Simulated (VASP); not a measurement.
# Al (I4/mmm) in VASP: further runs

The runs below take Al through single point, relaxation of cell and atoms, with PBE, r2SCAN.

All numbers are computed with VASP 6.6.1; they aren't measurements. Logs are shortened: lines on timing, memory, paths and dates and some standing lists are left out, and cuts for length are marked.

## 1. The cell of the first run

Symmetry: I4/mmm, No. 139, tetragonal system. The conventional cell has a = 3.477 Å, b = 3.477 Å, c = 2.814 Å, α = 90.00°, β = 90.00°, γ = 90.00°. Al (site symmetry 4/mmm) has 14 Al at 2.81 to 3.48 Å within 3.7 Å.

The cell was built from a structure type or drawn by symmetry, and may not be a known phase.

## 2. Single point, PBE

Contents of INCAR:

```
PREC     = Accurate       # precision mode
ENCUT    = 520            # plane-wave cutoff, eV
EDIFF    = 1E-6           # SCF threshold, eV
ISMEAR   = 0              # smearing method
SIGMA    = 0.1            # smearing width, eV
LREAL    = F              # projectors in reciprocal space
LASPH    = T              # aspherical terms in the spheres
NELM     = 80             # most SCF steps
ALGO     = Normal         # electronic algorithm
ISIF     = 2              # what is computed and relaxed
LWAVE    = F              # write WAVECAR
LCHARG   = F              # write CHGCAR
GGA      = PE             # functional
NBANDS   = 8              # bands
```

Contents of KPOINTS:

```
Automatic mesh
0
Gamma
  8 8 8
```

Contents of POSCAR:

```
Al
1.0
   -1.7384941000      1.7384941000      1.4072383000
    1.7384941000     -1.7384941000      1.4072383000
    1.7384941000      1.7384941000     -1.4072383000
Al
1
Direct
    0.5000000000      0.5000000000      0.0000000000
```

Potentials or basis: VASP PAW PBE potentials, release 64 (Al).

Launch:

```console
$ cat potpaw_PBE.64/Al/POTCAR > POTCAR
$ mpirun -np 1 vasp_std > vasp.out
```

OUTCAR:

```text
PREC = Accurate
   ENCUT = 520
   EDIFF = 1E-6
   ISMEAR = 0
   LREAL = F
   LASPH = T
   NELM = 80
   ISIF = 2
   GGA = PE

 ion  position               nearest neighbor table
   1  0.500  0.500  0.000-

  LATTYP: Found a body centered tetragonal cell.
 ALAT       =     3.4769882000
 C/A-ratio  =     0.8094581972

  Lattice vectors:

 A1 = (  -1.7384941000,   1.7384941000,   1.4072383000)
 A2 = (   1.7384941000,  -1.7384941000,   1.4072383000)
 A3 = (   1.7384941000,   1.7384941000,  -1.4072383000)

Analysis of symmetry for initial positions (statically):
=====================================================================
 Subroutine PRICEL returns:
 Original cell was already a primitive cell.

 Routine SETGRP: Setting up the symmetry group for a
 body centered tetragonal supercell.

 Subroutine GETGRP returns: Found 16 space group operations
 (whereof 16 operations were pure point group operations)
 out of a pool of 16 trial point group operations.

The static configuration has the point symmetry D_4h.

Analysis of symmetry for dynamics (positions and initial velocities):
=====================================================================
 Subroutine PRICEL returns:
 Original cell was already a primitive cell.

 Routine SETGRP: Setting up the symmetry group for a
 body centered tetragonal supercell.

 Subroutine GETGRP returns: Found 16 space group operations
 (whereof 16 operations were pure point group operations)
 out of a pool of 16 trial point group operations.

The dynamic configuration has the point symmetry D_4h.

 Subroutine INISYM returns: Found 16 space group operations
 (whereof 16 operations are pure point group operations),
 and found     1 'primitive' translations

----------------------------------------------------------------------------------------

                                     Primitive cell

  volume of cell :      17.0127

  direct lattice vectors                    reciprocal lattice vectors
    -1.738494100  1.738494100  1.407238300     0.000000000  0.287605233  0.355305850
     1.738494100 -1.738494100  1.407238300     0.287605233  0.000000000  0.355305850
     1.738494100  1.738494100 -1.407238300     0.287605233  0.287605233  0.000000000

  length of vectors
     2.832850703  2.832850703  2.832850703     0.457120353  0.457120353  0.406735221

  position of ions in fractional coordinates (direct lattice)
     0.500000000  0.500000000  0.000000000

  ion indices of the primitive-cell ions
   primitive index   ion index
                 1           1

----------------------------------------------------------------------------------------

 KPOINTS: Automatic mesh

Automatic generation of k-mesh.
 Grid dimensions read from file:
 generate k-points for:    8    8    8

 Generating k-lattice:

  Cartesian coordinates                     Fractional coordinates (reciprocal lattice)
     0.000000000  0.035950654  0.044413231     0.125000000 -0.000000000  0.000000000
     0.035950654  0.000000000  0.044413231    -0.000000000  0.125000000  0.000000000
     0.035950654  0.035950654  0.000000000     0.000000000  0.000000000  0.125000000

  Length of vectors
     0.057140044  0.057140044  0.050841903

  Shift w.r.t. Gamma in fractional coordinates (k-lattice)
     0.000000000  0.000000000  0.000000000

 Subroutine IBZKPT returns following result:
 ===========================================

 Found     59 irreducible k-points:

 Following reciprocal coordinates:
            Coordinates               Weight
  0.000000  0.000000  0.000000      1.000000
  0.125000  0.000000  0.000000      8.000000
  0.250000  0.000000  0.000000      8.000000
  0.375000  0.000000  0.000000      8.000000
  0.500000  0.000000  0.000000      4.000000
  0.125000  0.125000  0.000000      8.000000
[... 16 lines left out ...]
  0.250000  0.125000  0.125000     16.000000
  0.375000  0.125000  0.125000      8.000000
 [... further k-points ...]
   k-points           NKPTS =     59   k-points in BZ     NKDIM =     59   number of bands    NBANDS=      8
   number of dos      NEDOS =    301   number of ions     NIONS =      1
   total plane-waves  NPLWV =  13824
   dimension x,y,z NGX =    24 NGY =   24 NGZ =   24
   dimension x,y,z NGXF=    48 NGYF=   48 NGZF=   48
   ions per type =               1
   NGX,Y,Z   is equivalent  to a cutoff of  14.08, 14.08, 14.08 a.u.
   NGXF,Y,Z  is equivalent  to a cutoff of  28.17, 28.17, 28.17 a.u.
 SYSTEM =  unknown system
   PREC   = accura    normal or accurate (medium, high low for compatibility)
   ISTART =      0    job   : 0-new  1-cont  2-samecut
   ICHARG =      2    charge: 1-file 2-atom 10-const
   ISPIN  =      1    spin polarized calculation?
   LNONCOLLINEAR =      F non collinear calculations
   LSORBIT =      F    spin-orbit coupling
   LASPH  =      T    aspherical Exc in radial PAW
   ENCUT  =  520.0 eV  38.22 Ry    6.18 a.u.   5.27  5.27  5.27*2*pi/ulx,y,z
   NELM   =     80;   NELMIN=  2; NELMDL= -5     # of ELM steps
   EDIFF  = 0.1E-05   stopping-criterion for ELM
   LREAL  =      F    real-space projection
   EDIFFG = 0.1E-04   stopping-criterion for IOM
   NSW    =      0    number of steps for IOM
   IBRION =     -1    ionic relax: 0-MD 1-quasi-New 2-CG
   NFREE  =      0    steps in history (QN), initial steepest desc. (CG)
   ISIF   =      2    stress and relaxation
   ISYM   =      2    0-nonsym 1-usesym 2-fastsym
   POTIM  = 0.5000    time-step for ionic-motion
   TEBEG  =    0.0;   TEEND  =   0.0 temperature during run
   PSTRESS=    0.0 pullay stress
   NELECT =       3.0000    total number of electrons
   NUPDOWN=      -1.0000    fix difference up-down
   EMIN   =  10.00;   EMAX   =-10.00  energy-range for DOS
   EFERMI =   0.00;   METHOD = LEGACY
   ISMEAR =     0;   SIGMA  =   0.10  broadening in eV -4-tet -1-fermi 0-gaus
   EFERMI_NEDOS =   21; number of points for ismear=-14 and -15
   IALGO  =     38    algorithm
   IMIX   =      4    mixing-type and parameters
     AMIX     =   0.40;   BMIX     =  1.00
     AMIX_MAG =   1.60;   BMIX_MAG =  1.00
  volume/ion in A,a.u.               =      17.01       114.81
  Fermi-wavevector in a.u.,A,eV,Ry     =   0.918031  1.734827 11.466724  0.842780
  Thomas-Fermi vector in A             =   2.043067
   LORBIT       =      0    0 simple, 1 ext, 2 COOP (PROOUT), +10 PAW based schemes
   GGA     = PE    functional components
   LHFCALC =     F    Hartree Fock is set to
   AEXX    =    0.0000 exact exchange contribution
   IVDW    =     0    specifies the selected vdW correction
   LEPSILON=     F    determine dielectric tensor
   LRPA    =     F    only Hartree local field effects (RPA)
 non-spin polarized calculation
 Gauss-broadening in eV      SIGMA  =   0.10
  energy-cutoff  :      520.00
  volume of cell :       17.01
 maximum number of plane-waves:       474
 NGX is ok and might be reduce to    24
   NGX = 11   NGY = 11   NGZ = 11

 number of electron       3.0000000 magnetization

 Free energy of the ion-electron system (eV)
  ---------------------------------------------------
  ext. energy  EPLUGINS =         0.00000000
  ---------------------------------------------------
  free energy    TOTEN  =        -3.66117463 eV

  energy without entropy =       -3.65811165  energy(sigma->0) =       -3.65964314

 E-fermi :   7.6572     XC(G=0): -10.0821

 val. band max:        7.6400458074   @ k =  -0.2500   0.5000   0.2500
 cond. band min:       7.7537388399   @ k =   0.3750   0.2500   0.0000
 fundamental gap:      0.1136930325
 Fermi energy:         7.6572024069

 k-point     1 :       0.0000    0.0000    0.0000
  band No.  band energies     occupation
      1      -3.2529      2.00000
      2      17.8288      0.00000
      3      19.7164      0.00000
      4      19.7164      0.00000
      5      20.8297      0.00000
      6      23.1830      0.00000
      7      23.1830      0.00000
      8      24.1422      0.00000

 k-point     2 :       0.1250    0.0000    0.0000
  band No.  band energies     occupation
      1      -2.7705      2.00000
      2      16.3290      0.00000
      3      18.0289      0.00000
      4      18.8580      0.00000
      5      20.5496      0.00000
      6      22.3304      0.00000
      7      22.3529      0.00000
      8      24.4794      0.00000

 k-point     3 :       0.2500    0.0000    0.0000
  band No.  band energies     occupation
      1      -1.3330      2.00000
      2      13.2631      0.00000
      3      14.9686      0.00000
      4      16.9022      0.00000
      5      17.8897      0.00000
      6      20.5672      0.00000
      7      24.9529      0.00000
      8      26.1197      0.00000

 k-point     4 :       0.3750    0.0000    0.0000
  band No.  band energies     occupation
      1       1.0279      2.00000
      2       8.4344      0.00000
      3      14.4175      0.00000
      4      15.8785      0.00000
      5      16.1529      0.00000
      6      18.8890      0.00000
      7      25.6688      0.00000
      8      30.0313      0.00000

 k-point     5 :       0.5000    0.0000    0.0000
  band No.  band energies     occupation
      1       3.9061      2.00000
      2       4.7198      2.00000
      3      14.7157      0.00000
      4      14.7192      0.00000
      5      15.9613      0.00000
      6      18.2415      0.00000
      7      26.5394      0.00000
      8      28.4200      0.00000
[... 177 lines left out ...]
 k-point    22 :       0.1250    0.1250    0.1250
  band No.  band energies     occupation
      1      -0.5811      2.00000
      2      10.9145      0.00000
      3      14.0539      0.00000
      4      14.1553      0.00000
      5      21.9608      0.00000
      6      22.1904      0.00000
      7      25.7504      0.00000
      8      25.8587      0.00000

 k-point    23 :       0.2500    0.1250    0.1250
  band No.  band energies     occupation
      1       1.7660      2.00000
      2       9.0334      0.00000
      3      10.5109      0.00000
      4      12.1385      0.00000
      5      21.5839      0.00000
      6      23.2073      0.00000
      7      26.2482      0.00000
      8      27.7616      0.00000

 k-point    24 :       0.3750    0.1250    0.1250
  band No.  band energies     occupation
      1       4.5994      2.00000
      2       5.4655      2.00000
      3      10.3635      0.00000
      4      11.3015      0.00000
      5      21.5574      0.00000
      6      22.6137      0.00000
      7      27.1084      0.00000
      8      29.2517      0.00000

 [... further k-points ...]

------------------------ aborting loop because EDIFF is reached ----------------------------------------

  FORCE on cell =-STRESS in cart. coord.  units (eV):
  Direction    XX          YY          ZZ          XY          YZ          ZX
  --------------------------------------------------------------------------------------
  -------------------------------------------------------------------------------------
  Total        0.0100382      0.0100382     -0.2298111      0.0000000      0.0000000      0.0000000
  in kB        0.9453452      0.9453452    -21.6425050      0.0000000      0.0000000      0.0000000
  external PRESSURE =      -6.5839382 kB  Pullay stress =       0.0000000 kB

 VOLUME and BASIS-vectors are now :
 -----------------------------------------------------------------------------
  energy-cutoff  :      520.00
  volume of cell :       17.01
      direct lattice vectors                 reciprocal lattice vectors
    -1.738494100  1.738494100  1.407238300     0.000000000  0.287605233  0.355305850
     1.738494100 -1.738494100  1.407238300     0.287605233  0.000000000  0.355305850
     1.738494100  1.738494100 -1.407238300     0.287605233  0.287605233  0.000000000

 POSITION                                       TOTAL-FORCE (eV/Angst)
 -----------------------------------------------------------------------------------
      0.00000      0.00000      1.40724         0.000000      0.000000      0.000000
 -----------------------------------------------------------------------------------
    total drift:                                0.000000     -0.000000     -0.000000

  FREE ENERGIE OF THE ION-ELECTRON SYSTEM (eV)
  ---------------------------------------------------
  free  energy   TOTEN  =        -3.6611746305 eV

  energy  without entropy=       -3.6581116547  energy(sigma->0) =       -3.65964314
```

Wall time 5.6 s (1 thread of AMD EPYC 7R13 (Zen 3), shared host); peak memory 0.1 GiB.

What came out:

```yaml
Free_energy: -3.6612 eV
Pressure: -0.7 GPa
Band_gap_on_the_k_mesh: zero (an odd number of electrons rules out a gap without spin polarisation)
```

Stress tensor (GPa, compression positive):
```
 0.09  0.00  0.00
 0.00  0.09  0.00
 0.00  0.00 -2.16
```

Levels at points of the mesh, in eV from the Fermi level:
```tsv
k point	band 1	band 2	band 3	band 4	band 5	band 6
(0.00, 0.00, 0.00)	-10.91	10.17	12.06	12.06	13.17	15.53
(0.50, 0.00, 0.00)	-3.75	-2.94	7.06	7.06	8.30	10.58
(0.50, 0.50, 0.00)	-5.07	-4.76	11.31	11.84	12.48	13.53
(0.50, 0.50, 0.50)	0.10	0.10	1.49	2.08	6.35	8.30
```

(Part 1 of 2 ends here.)
